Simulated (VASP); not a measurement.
# C in VASP: a series of runs

C is run at these levels: PBEsol; tasks: single point.

All numbers are computed with VASP 6.6.1; they aren't measurements. Logs are shortened: lines on timing, memory, paths and dates and some standing lists are left out, and cuts for length are marked.

### Step 1. The cell of the first run

The cell holds a slab with vacuum, 6 atoms: a = 2.513 Å, b = 3.554 Å, c = 18.513 Å, α = 90.00°, β = 90.00°, γ = 90.00°.

### Step 2. Single point, PBEsol

INCAR

```
SYSTEM = C
ALGO = Normal
DIPOL = 0.5 0.5 0.500
EDIFF = 1E-6
EFIELD = -0.2
ENCUT = 520
GGA = PS
IDIPOL = 3
ISIF = 2
ISMEAR = -1
LASPH = .TRUE.
LCHARG = .FALSE.
LDIPOL = .TRUE.
LREAL = .FALSE.
LWAVE = .FALSE.
NBANDS = 21
NELM = 100
PREC = Accurate
SIGMA = 0.02
```

KPOINTS

```
k-points
0
G
  10 7 1
  0 0 0
```

POSCAR

```
C
1.0
    2.5129241671      0.0000000000      0.0000000000
    0.0000000000      3.5538114383      0.0000000000
    0.0000000000      0.0000000000     18.5129000000
C
6
Direct
    0.7500000000      0.0978741860      0.4391944269
    0.2500000000      0.9021258140      0.4391944269
    0.2500000000      0.6099406944      0.4999999811
    0.7500000000      0.3900593056      0.4999999811
    0.7500000000      0.0978742058      0.5608055920
    0.2500000000      0.9021257942      0.5608055920
```

Potentials or basis: VASP PAW PBE potentials, release 64 (C).

Started as:

```sh
$ cat potpaw_PBE.64/C/POTCAR > POTCAR
$ mpirun -np 1 vasp_std > vasp.out
```

OUTCAR:

```text
SYSTEM = C
   EDIFF = 1E-6
   ENCUT = 520
   GGA = PS
   ISIF = 2
   ISMEAR = -1
   LASPH = .TRUE.
   LREAL = .FALSE.
   NELM = 100
   PREC = Accurate

 ion  position               nearest neighbor table
   1  0.750  0.098  0.439-   2 1.44   2 1.44   4 1.53
   2  0.250  0.902  0.439-   1 1.44   1 1.44   3 1.53
   3  0.250  0.610  0.500-   4 1.48   4 1.48   2 1.53   6 1.53
   4  0.750  0.390  0.500-   3 1.48   3 1.48   1 1.53   5 1.53
   5  0.750  0.098  0.561-   6 1.44   6 1.44   4 1.53
   6  0.250  0.902  0.561-   5 1.44   5 1.44   3 1.53

  LATTYP: Found a simple orthorhombic cell.
 ALAT       =     2.5129241671
 B/A-ratio  =     1.4142135624
 C/A-ratio  =     7.3670746783

  Lattice vectors:

 A1 = (   2.5129241671,   0.0000000000,   0.0000000000)
 A2 = (   0.0000000000,   3.5538114383,   0.0000000000)
 A3 = (   0.0000000000,   0.0000000000,  18.5129000000)

Analysis of symmetry for initial positions (statically):
=====================================================================
 Subroutine PRICEL returns:
 Original cell was already a primitive cell.

 Routine SETGRP: Setting up the symmetry group for a
 simple orthorhombic supercell.

 Subroutine GETGRP returns: Found  8 space group operations
 (whereof  4 operations were pure point group operations)
 out of a pool of  8 trial point group operations.

The static configuration has the point symmetry C_2h.
 The point group associated with its full space group is D_2h.

Analysis of symmetry for dynamics (positions and initial velocities):
=====================================================================
 An external electric field (EFIELD) may reduce the allowed symmetry operations
 Subroutine PRICEL returns:
 Original cell was already a primitive cell.

 Routine SETGRP: Setting up the symmetry group for a
 simple orthorhombic supercell.

 Subroutine GETGRP returns: Found  4 space group operations
 (whereof  2 operations were pure point group operations)
 out of a pool of  8 trial point group operations.

The dynamic configuration has the point symmetry C_2 .
 The point group associated with its full space group is C_2v.

 Subroutine INISYM returns: Found  4 space group operations
 (whereof  2 operations are pure point group operations),
 and found     1 'primitive' translations

----------------------------------------------------------------------------------------

                                     Primitive cell

  volume of cell :     165.3287

  direct lattice vectors                    reciprocal lattice vectors
     2.512924167  0.000000000  0.000000000     0.397942768  0.000000000  0.000000000
     0.000000000  3.553811438  0.000000000     0.000000000  0.281388030  0.000000000
     0.000000000  0.000000000 18.512900000     0.000000000  0.000000000  0.054016389

  length of vectors
     2.512924167  3.553811438 18.512900000     0.397942768  0.281388030  0.054016389

  position of ions in fractional coordinates (direct lattice)
     0.750000000  0.097874186  0.439194427
     0.250000000  0.902125814  0.439194427
     0.250000000  0.609940694  0.499999981
     0.750000000  0.390059306  0.499999981
     0.750000000  0.097874206  0.560805592
     0.250000000  0.902125794  0.560805592

  ion indices of the primitive-cell ions
   primitive index   ion index
                 1           1
                 2           2
                 3           3
                 4           4
                 5           5
                 6           6

----------------------------------------------------------------------------------------

 KPOINTS: k-points

Automatic generation of k-mesh.
 Grid dimensions read from file:
 generate k-points for:   10    7    1

 Generating k-lattice:

  Cartesian coordinates                     Fractional coordinates (reciprocal lattice)
     0.039794277  0.000000000  0.000000000     0.100000000  0.000000000  0.000000000
     0.000000000  0.040198290  0.000000000     0.000000000  0.142857143  0.000000000
     0.000000000  0.000000000  0.054016389     0.000000000  0.000000000  1.000000000

  Length of vectors
     0.039794277  0.040198290  0.054016389

  Shift w.r.t. Gamma in fractional coordinates (k-lattice)
     0.000000000  0.000000000  0.000000000

 Subroutine IBZKPT returns following result:
 ===========================================

 Found     24 irreducible k-points:

 Following reciprocal coordinates:
            Coordinates               Weight
  0.000000  0.000000  0.000000      1.000000
  0.100000  0.000000  0.000000      2.000000
  0.200000  0.000000  0.000000      2.000000
  0.300000  0.000000  0.000000      2.000000
  0.400000  0.000000  0.000000      2.000000
  0.500000  0.000000  0.000000      1.000000
[... 16 lines left out ...]
  0.400000  0.428571  0.000000      4.000000
  0.500000  0.428571  0.000000      2.000000
   k-points           NKPTS =     24   k-points in BZ     NKDIM =     24   number of bands    NBANDS=     21
   number of dos      NEDOS =    301   number of ions     NIONS =      6
   total plane-waves  NPLWV =  78400
   dimension x,y,z NGX =    20 NGY =   28 NGZ =  140
   dimension x,y,z NGXF=    40 NGYF=   56 NGZF=  280
   ions per type =               6
   NGX,Y,Z   is equivalent  to a cutoff of  13.23, 13.10, 12.57 a.u.
   NGXF,Y,Z  is equivalent  to a cutoff of  26.46, 26.20, 25.14 a.u.
 SYSTEM =  C
   PREC   = accura    normal or accurate (medium, high low for compatibility)
   ISTART =      0    job   : 0-new  1-cont  2-samecut
   ICHARG =      2    charge: 1-file 2-atom 10-const
   ISPIN  =      1    spin polarized calculation?
   LNONCOLLINEAR =      F non collinear calculations
   LSORBIT =      F    spin-orbit coupling
   LASPH  =      T    aspherical Exc in radial PAW
   ENCUT  =  520.0 eV  38.22 Ry    6.18 a.u.   4.67  6.61 34.42*2*pi/ulx,y,z
   NELM   =    100;   NELMIN=  2; NELMDL= -5     # of ELM steps
   EDIFF  = 0.1E-05   stopping-criterion for ELM
   LREAL  =      F    real-space projection
   EDIFFG = 0.1E-04   stopping-criterion for IOM
   NSW    =      0    number of steps for IOM
   IBRION =     -1    ionic relax: 0-MD 1-quasi-New 2-CG
   NFREE  =      0    steps in history (QN), initial steepest desc. (CG)
   ISIF   =      2    stress and relaxation
   ISYM   =      2    0-nonsym 1-usesym 2-fastsym
   POTIM  = 0.5000    time-step for ionic-motion
   TEBEG  =    0.0;   TEEND  =   0.0 temperature during run
   PSTRESS=    0.0 pullay stress
   NELECT =      24.0000    total number of electrons
   NUPDOWN=      -1.0000    fix difference up-down
   EMIN   =  10.00;   EMAX   =-10.00  energy-range for DOS
   EFERMI =   0.00;   METHOD = LEGACY
   ISMEAR =    -1;   SIGMA  =   0.02  broadening in eV -4-tet -1-fermi 0-gaus
   EFERMI_NEDOS =   21; number of points for ismear=-14 and -15
   IALGO  =     38    algorithm
   IMIX   =      4    mixing-type and parameters
     AMIX     =   0.40;   BMIX     =  1.00
     AMIX_MAG =   1.60;   BMIX_MAG =  1.00
  volume/ion in A,a.u.               =      27.55       185.95
  Fermi-wavevector in a.u.,A,eV,Ry     =   0.860391  1.625903 10.072020  0.740273
  Thomas-Fermi vector in A             =   1.977889
   LORBIT       =      0    0 simple, 1 ext, 2 COOP (PROOUT), +10 PAW based schemes
   GGA     = PS    functional components
   LHFCALC =     F    Hartree Fock is set to
   AEXX    =    0.0000 exact exchange contribution
   IVDW    =     0    specifies the selected vdW correction
   LEPSILON=     F    determine dielectric tensor
   LRPA    =     F    only Hartree local field effects (RPA)
 non-spin polarized calculation
  energy-cutoff  :      520.00
  volume of cell :      165.33
 maximum number of plane-waves:      4492
 NGX is ok and might be reduce to    20
   NGX =  9   NGY = 13   NGZ = 69

 dipolmoment           0.000000      0.000000      0.068585 electrons x Angstroem

 number of electron      24.0000003 magnetization

 dipolmoment           0.000000      0.000000     -0.043597 electrons x Angstroem

 Free energy of the ion-electron system (eV)
  ---------------------------------------------------
  ext. energy  EPLUGINS =         0.00000000
  ---------------------------------------------------
  free energy    TOTEN  =       -51.61200624 eV

  energy without entropy =      -51.60922690  energy(sigma->0) =      -51.61061657

 E-fermi :  -2.6950     XC(G=0):  -3.7062

 val. band max:       -2.7012648286   @ k =   0.1000   0.4286   0.0000
 cond. band min:      -2.6603605103   @ k =   0.2000   0.4286   0.0000
 fundamental gap:      0.0409043183
 Fermi energy:        -2.6950371655

 k-point     1 :       0.0000    0.0000    0.0000
  band No.  band energies     occupation
      1     -23.6406      2.00000
      2     -18.8597      2.00000
      3     -15.8182      2.00000
      4     -14.7428      2.00000
      5     -10.3476      2.00000
      6      -9.5078      2.00000
[... 13 lines left out ...]
     20       5.4751      0.00000
     21       5.9009      0.00000

 k-point     2 :       0.1000    0.0000    0.0000
  band No.  band energies     occupation
      1     -23.4598      2.00000
      2     -18.6943      2.00000
      3     -15.6720      2.00000
      4     -14.6654      2.00000
      5     -10.3084      2.00000
      6     -10.1963      2.00000
[... 13 lines left out ...]
     20       5.3717      0.00000
     21       6.1841      0.00000

 k-point     3 :       0.2000    0.0000    0.0000
  band No.  band energies     occupation
      1     -22.9195      2.00000
      2     -18.2001      2.00000
      3     -15.2341      2.00000
      4     -14.6536      2.00000
      5     -11.8115      2.00000
      6      -9.7909      2.00000
[... 13 lines left out ...]
     20       6.0128      0.00000
     21       6.1728      0.00000
[... 457 lines left out ...]
 k-point    23 :       0.4000    0.4286    0.0000
  band No.  band energies     occupation
      1     -19.3586      2.00000
      2     -18.0195      2.00000
      3     -15.7280      2.00000
      4     -15.4949      2.00000
      5     -14.2658      2.00000
      6     -12.8271      2.00000
[... 13 lines left out ...]
     20       8.5047      0.00000
     21       8.7296      0.00000

 k-point    24 :       0.5000    0.4286    0.0000
  band No.  band energies     occupation
      1     -18.0351      2.00000
      2     -18.0351      2.00000
      3     -15.8166      2.00000
      4     -15.8166      2.00000
      5     -14.3868      2.00000
      6     -14.3868      2.00000
[... 13 lines left out ...]
     20       9.2304      0.00000
     21       9.4898      0.00000

------------------------ aborting loop because EDIFF is reached ----------------------------------------

 vacuum level on the upper side and lower side of the slab       (xc-potential included)         1.230        -1.528

  FORCE on cell =-STRESS in cart. coord.  units (eV):
  Direction    XX          YY          ZZ          XY          YZ          ZX
  --------------------------------------------------------------------------------------
  -------------------------------------------------------------------------------------
  Total       -2.1214239      9.1918372      0.1253164      0.0000000      0.0000000      0.0000000
  in kB      -20.5584240     89.0768160      1.2144241      0.0000000      0.0000000      0.0000000
  external PRESSURE =      23.2442720 kB  Pullay stress =       0.0000000 kB

 VOLUME and BASIS-vectors are now :
 -----------------------------------------------------------------------------
  energy-cutoff  :      520.00
  volume of cell :      165.33
      direct lattice vectors                 reciprocal lattice vectors
     2.512924167  0.000000000  0.000000000     0.397942768  0.000000000  0.000000000
     0.000000000  3.553811438  0.000000000     0.000000000  0.281388030  0.000000000
     0.000000000  0.000000000 18.512900000     0.000000000  0.000000000  0.054016389

 POSITION                                       TOTAL-FORCE (eV/Angst)
 -----------------------------------------------------------------------------------
      1.88469      0.34783      8.13076         0.000000      0.043171     -0.045447
      0.62823      3.20599      8.13076         0.000000     -0.043171     -0.045447
      0.62823      2.16761      9.25645        -0.000000     -0.015107      0.014640
      1.88469      1.38620      9.25645         0.000000      0.015107      0.014640
      1.88469      0.34783     10.38214         0.000000      0.013197      0.030807
      0.62823      3.20598     10.38214         0.000000     -0.013197      0.030807
 -----------------------------------------------------------------------------------
    total drift:                                0.000000     -0.000000     -0.000024

  FREE ENERGIE OF THE ION-ELECTRON SYSTEM (eV)
  ---------------------------------------------------
  free  energy   TOTEN  =       -51.6120062414 eV

  energy  without entropy=      -51.6092269038  energy(sigma->0) =      -51.61061657

 vacuum level on the upper side and lower side of the slab         4.415         1.670
```

Wall time 3.7 min (1 thread of AMD EPYC 7R13, shared host); peak memory 0.24 GiB.

What came out:

| Quantity | Value |
| --- | --- |
| Free energy | -51.6120 eV |
| Largest force | 0.063 eV/Å |
| Band gap on the k mesh | zero (band 12 reaches -2.02 eV, above the bottom of band 13 at -2.92 eV) |

Forces in eV/Å, atoms in the order of the input:
```
C    0.000  0.043 -0.045
C    0.000 -0.043 -0.045
C    0.000 -0.015  0.015
C    0.000  0.015  0.015
C    0.000  0.013  0.031
C    0.000 -0.013  0.031
```

Levels at points of the mesh, in eV from the Fermi level:
```csv
k point,band 10,band 11,band 12,band 13,band 14,band 15
"(0.00, 0.00, 0.00)",-2.24,-2.16,0.67,0.88,4.91,5.19
"(0.50, 0.00, 0.00)",-5.03,-1.73,-1.73,1.32,1.32,6.63
```

Caveat: the PAW data sets were made with another functional, which shifts forces and pressure a little.

### Step 3. Single point, PBEsol

INCAR

```
  ALGO = Normal
  DIPOL = 0.5 0.5 0.500
  EDIFF = 1E-6
  EFIELD = -0.2
  ENCUT = 520
  GGA = PS
  IDIPOL = 3
  ISIF = 2
  ISMEAR = -1
  LASPH = T
  LCHARG = F
  LDIPOL = T
  LREAL = F
  LWAVE = F
  NBANDS = 21
  NELM = 80
  PREC = Accurate
  SIGMA = 0.02
```

KPOINTS

```
k-points
0
Gamma
  10 7 1
```

POSCAR is that of step 2.

Potentials or basis: VASP PAW PBE potentials, release 64 (C).

Started as:

```sh
$ cat potpaw_PBE.64/C/POTCAR > POTCAR
$ mpirun -np 1 vasp_std > vasp.out
```

It took 3.7 min on 1 thread of AMD EPYC 7R13, shared host; peak memory 0.23 GiB.

Results (log left out):

* Free energy: -51.6120 eV
* Largest force: 0.063 eV/Å
* Band gap on the k mesh: zero (band 12 reaches -2.02 eV, above the bottom of band 13 at -2.92 eV)

Forces in eV/Å, atoms in the order of the input:
```
C    0.000  0.043 -0.045
C    0.000 -0.043 -0.045
C    0.000 -0.015  0.015
C    0.000  0.015  0.015
C    0.000  0.013  0.031
C    0.000 -0.013  0.031
```

Levels at points of the mesh, in eV from the Fermi level:
```csv
k point,band 9,band 10,band 11,band 12,band 13,band 14,band 15,band 16
"(0.00, 0.00, 0.00)",-4.35,-2.24,-2.16,0.67,0.88,4.91,5.19,5.31
"(0.50, 0.00, 0.00)",-5.03,-5.03,-1.73,-1.73,1.32,1.32,6.63,6.63
```

Caveat: the PAW data sets were made with another functional, which shifts forces and pressure a little.

(Part 1 of 2 ends here.)
